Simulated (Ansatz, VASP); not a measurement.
## Two plane-wave programs on Y

```
Y
1.0
     3.64740    0.00000    0.00000
    -1.82370    3.15874    0.00000
     0.00000    0.00000    5.73060
Y
2
Direct
  0.33333 0.66667 0.25000
  0.66667 0.33333 0.75000
```

Alike in both runs: task single point; functional PBE; k mesh 9 × 9 × 5; occupations fermi-dirac, width 0.08 eV; collinear spin.

|  | VASP | Ansatz |
| --- | --- | --- |
| version | VASP 6.6.1 | Ansatz 0.2.0 |
| potentials or method | VASP PAW PBE potentials, release 64 (Y_sv) | PAW with Ansatz's default frozen-core files, scalar-relativistic |
| plane-wave cutoff (eV) | 520 | 420 |
| valence electrons in the cell | 22 | 22 |

|  | VASP | Ansatz | Ansatz less VASP |
| --- | --- | --- | --- |
| pressure (GPa) | -0.2 | -0.1 | +0.11 |
| traceless stress, the component that is largest in VASP (GPa) | -0.26 | -0.27 | -0.003 |
| net moment per atom (μB) | 0.00 | 0.00 | 0.000 |

Ansatz's warnings: seeded moment not kept.
